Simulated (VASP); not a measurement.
# Si (Imma) in VASP: a series of runs, part 2 of 2

VASP 6.6.1. Earlier steps stand in the parts before.

## (3) Single point, LDA

This run uses another cell than the first one, of 13.60 Å³/atom.

Input file POSCAR:

```
Si
1.0
   -2.2510000000      2.3685000000      1.2750000000
    2.2510000000     -2.3685000000      1.2750000000
    2.2510000000      2.3685000000     -1.2750000000
Si
2
Direct
    0.8070000000      0.5570000000      0.2500000000
    0.1930000000      0.4430000000      0.7500000000
```

Input file INCAR.step1:

```
ALGO = Normal ; EDIFF = 1E-7
ENCUT = 520 ; ISIF = 2
ISMEAR = -1 ; LASPH = True
LCHARG = True ; LREAL = False
LWAVE = False ; NBANDS = 11
NELM = 80 ; PREC = Accurate
SIGMA = 0.05
```

Input file KPOINTS.step1:

```
k-points
0
Gamma
  16 16 16
```

Input file INCAR.step2:

```
ALGO = Normal ; EDIFF = 1E-7
ENCUT = 520 ; ICHARG = 11
ISIF = 2 ; ISMEAR = -5
LASPH = True ; LCHARG = False
LORBIT = 10 ; LREAL = False
LWAVE = False ; NBANDS = 11
NEDOS = 2001 ; NELM = 80
PREC = Accurate ; SIGMA = 0.05
```

Input file KPOINTS.step2:

```
k-points
0
Gamma
  24 24 24
```

Potentials or basis: VASP PAW LDA potentials, release 64 (Si).

On the command line:

```sh
$ cat potpaw_LDA.64/Si/POTCAR > POTCAR
$ cp INCAR.step1 INCAR
$ cp KPOINTS.step1 KPOINTS
$ mpirun -np 1 vasp_std > vasp.out
$ cp INCAR.step2 INCAR
$ cp KPOINTS.step2 KPOINTS
$ mpirun -np 1 vasp_std > vasp.out
```

OUTCAR:

```text
EDIFF = 1E-7
   ENCUT = 520
   ICHARG = 11
   ISIF = 2
   ISMEAR = -5
   LASPH = True
   LORBIT = 10
   LREAL = False
   NELM = 80
   PREC = Accurate

 ion  position               nearest neighbor table
   1  0.807  0.557  0.250-   2 2.39   2 2.39   2 2.46   2 2.46   2 2.74   2 2.74
   2  0.193  0.443  0.750-   1 2.39   1 2.39   1 2.46   1 2.46   1 2.74   1 2.74

  LATTYP: Found a body centered orthorhombic cell.
 ALAT       =     2.5500000000
 B/A-ratio  =     1.7654901961
 C/A-ratio  =     1.8576470588

  Lattice vectors:

 A1 = (   2.2510000000,  -2.3685000000,   1.2750000000)
 A2 = (  -2.2510000000,  -2.3685000000,  -1.2750000000)
 A3 = (   2.2510000000,   2.3685000000,  -1.2750000000)

Analysis of symmetry for initial positions (statically):
=====================================================================
 Subroutine PRICEL returns:
 Original cell was already a primitive cell.

 Routine SETGRP: Setting up the symmetry group for a
 body centered orthorhombic supercell.

 Subroutine GETGRP returns: Found  8 space group operations
 (whereof  4 operations were pure point group operations)
 out of a pool of  8 trial point group operations.

The static configuration has the point symmetry C_2h.
 The point group associated with its full space group is D_2h.

Analysis of symmetry for dynamics (positions and initial velocities):
=====================================================================
 Subroutine PRICEL returns:
 Original cell was already a primitive cell.

 Routine SETGRP: Setting up the symmetry group for a
 body centered orthorhombic supercell.

 Subroutine GETGRP returns: Found  8 space group operations
 (whereof  4 operations were pure point group operations)
 out of a pool of  8 trial point group operations.

The dynamic configuration has the point symmetry C_2h.
 The point group associated with its full space group is D_2h.

 Subroutine INISYM returns: Found  8 space group operations
 (whereof  4 operations are pure point group operations),
 and found     1 'primitive' translations

----------------------------------------------------------------------------------------

                                     Primitive cell

  volume of cell :      27.1906

  direct lattice vectors                    reciprocal lattice vectors
    -2.251000000  2.368500000  1.275000000     0.000000000  0.211104074  0.392156863
     2.251000000 -2.368500000  1.275000000     0.222123501  0.000000000  0.392156863
     2.251000000  2.368500000 -1.275000000     0.222123501  0.211104074  0.000000000

  length of vectors
     3.507480328  3.507480328  3.507480328     0.445367191  0.450694857  0.306437236

  position of ions in fractional coordinates (direct lattice)
     0.807000000  0.557000000  0.250000000
     0.193000000  0.443000000  0.750000000

  ion indices of the primitive-cell ions
   primitive index   ion index
                 1           1
                 2           2

----------------------------------------------------------------------------------------

 KPOINTS: k-points

Automatic generation of k-mesh.
[... 47 lines left out ...]
  0.375000  0.041667 -0.000000      8.000000
  0.416667  0.041667 -0.000000      8.000000
 [... further k-points ...]
   k-points           NKPTS =   1963   k-points in BZ     NKDIM =   1963   number of bands    NBANDS=     11
   number of dos      NEDOS =   2001   number of ions     NIONS =      2
   total plane-waves  NPLWV =  21952
   dimension x,y,z NGX =    28 NGY =   28 NGZ =   28
   dimension x,y,z NGXF=    56 NGYF=   56 NGZF=   56
   ions per type =               2
   NGX,Y,Z   is equivalent  to a cutoff of  13.27, 13.27, 13.27 a.u.
   NGXF,Y,Z  is equivalent  to a cutoff of  26.54, 26.54, 26.54 a.u.
 SYSTEM =  unknown system
   PREC   = accura    normal or accurate (medium, high low for compatibility)
   ISTART =      0    job   : 0-new  1-cont  2-samecut
   ICHARG =     11    charge: 1-file 2-atom 10-const
   ISPIN  =      1    spin polarized calculation?
   LNONCOLLINEAR =      F non collinear calculations
   LSORBIT =      F    spin-orbit coupling
   LASPH  =      T    aspherical Exc in radial PAW
   ENCUT  =  520.0 eV  38.22 Ry    6.18 a.u.   6.52  6.52  6.52*2*pi/ulx,y,z
   NELM   =     80;   NELMIN=  2; NELMDL=  0     # of ELM steps
   EDIFF  = 0.1E-06   stopping-criterion for ELM
   LREAL  =      F    real-space projection
   EDIFFG = 0.1E-05   stopping-criterion for IOM
   NSW    =      0    number of steps for IOM
   IBRION =     -1    ionic relax: 0-MD 1-quasi-New 2-CG
   NFREE  =      0    steps in history (QN), initial steepest desc. (CG)
   ISIF   =      2    stress and relaxation
   ISYM   =      2    0-nonsym 1-usesym 2-fastsym
   POTIM  = 0.5000    time-step for ionic-motion
   TEBEG  =    0.0;   TEEND  =   0.0 temperature during run
   PSTRESS=    0.0 pullay stress
   NELECT =       8.0000    total number of electrons
   NUPDOWN=      -1.0000    fix difference up-down
   EMIN   =  10.00;   EMAX   =-10.00  energy-range for DOS
   EFERMI =   0.00;   METHOD = LEGACY
   ISMEAR =    -5;   SIGMA  =   0.05  broadening in eV -4-tet -1-fermi 0-gaus
   EFERMI_NEDOS =   21; number of points for ismear=-14 and -15
   IALGO  =     38    algorithm
   IMIX   =      4    mixing-type and parameters
     AMIX     =   0.40;   BMIX     =  1.00
     AMIX_MAG =   1.60;   BMIX_MAG =  1.00
  volume/ion in A,a.u.               =      13.60        91.75
  Fermi-wavevector in a.u.,A,eV,Ry     =   1.088843  2.057614 16.130773  1.185578
  Thomas-Fermi vector in A             =   2.225033
   LORBIT       =     10    0 simple, 1 ext, 2 COOP (PROOUT), +10 PAW based schemes
   GGA     = CA    functional components
   LHFCALC =     F    Hartree Fock is set to
   AEXX    =    0.0000 exact exchange contribution
   IVDW    =     0    specifies the selected vdW correction
   LEPSILON=     F    determine dielectric tensor
   LRPA    =     F    only Hartree local field effects (RPA)
 non-spin polarized calculation
 Fermi weights with tetrahedron method with Bloechl corrections
  energy-cutoff  :      520.00
  volume of cell :       27.19
 maximum number of plane-waves:       761
 NGX is ok and might be reduce to    28

 number of electron       8.0000000 magnetization

 Free energy of the ion-electron system (eV)
  ---------------------------------------------------
  ext. energy  EPLUGINS =         0.00000000
  ---------------------------------------------------
  free energy    TOTEN  =       -11.41823802 eV

  energy without entropy =      -11.41823802  energy(sigma->0) =      -11.41823802

 E-fermi :  10.6718     XC(G=0): -11.4535

 val. band max:       10.8107206578   @ k =   0.5000   0.5000   0.0000
 cond. band min:      10.5274802516   @ k =   0.4167   0.3333   0.0000
 fundamental gap:     -0.2832404061
 Fermi energy:        10.6717903281

 k-point     1 :       0.0000    0.0000    0.0000
  band No.  band energies     occupation
      1      -4.0937      2.00000
      2       7.7079      2.00000
      3       8.1960      2.00000
      4       8.9675      2.00000
      5      11.7913      0.00000
      6      18.4397      0.00000
      7      19.7200      0.00000
      8      20.5831      0.00000
      9      21.1418      0.00000
     10      21.2801      0.00000
     11      22.6529      0.00000
[... 309 lines left out ...]
 k-point    24 :       0.4167    0.0417   -0.0000
  band No.  band energies     occupation
      1       1.5880      2.00000
      2       4.3790      2.00000
      3       8.5142      2.00000
      4       9.1293      2.00000
      5       9.8605      2.00000
      6      11.0847      0.00000
      7      15.1381      0.00000
      8      16.3392      0.00000
      9      19.1417      0.00000
     10      21.0335      0.00000
     11      23.3769      0.00000

 [... further k-points ...]
[... 5 lines left out ...]
  --------------------------------------------------------------------------------------
  -------------------------------------------------------------------------------------
  Total        1.6934432      2.1744688      1.7170079      0.0000000      0.0000000      0.0000000
  in kB       99.7842852    128.1281947    101.1728134      0.0000000      0.0000000      0.0000000
  external PRESSURE =     109.6950978 kB  Pullay stress =       0.0000000 kB

 VOLUME and BASIS-vectors are now :
 -----------------------------------------------------------------------------
  energy-cutoff  :      520.00
  volume of cell :       27.19
      direct lattice vectors                 reciprocal lattice vectors
    -2.251000000  2.368500000  1.275000000     0.000000000  0.211104074  0.392156863
     2.251000000 -2.368500000  1.275000000     0.222123501  0.000000000  0.392156863
     2.251000000  2.368500000 -1.275000000     0.222123501  0.211104074  0.000000000

 POSITION                                       TOTAL-FORCE (eV/Angst)
 -----------------------------------------------------------------------------------
     -0.00000      1.18425      1.42035         0.000000      0.000000      0.026230
      2.25100      1.18425     -0.14535        -0.000000     -0.000000     -0.026230
 -----------------------------------------------------------------------------------
    total drift:                                0.000000     -0.000000     -0.000000

  FREE ENERGIE OF THE ION-ELECTRON SYSTEM (eV)
  ---------------------------------------------------
  free  energy   TOTEN  =       -11.4182380154 eV

  energy  without entropy=      -11.4182380154  energy(sigma->0) =      -11.41823802

 total charge

# of ion       s       p       d       tot
------------------------------------------
    1        0.795   0.888   0.000   1.682
    2        0.795   0.888   0.000   1.682
--------------------------------------------------
tot          1.589   1.775   0.000   3.365
```

Wall time 13 min (1 thread of AMD EPYC 7R13, shared host); peak memory 0.56 GiB.

Results:

* Valence electrons inside the program's atomic spheres: Si 1.68
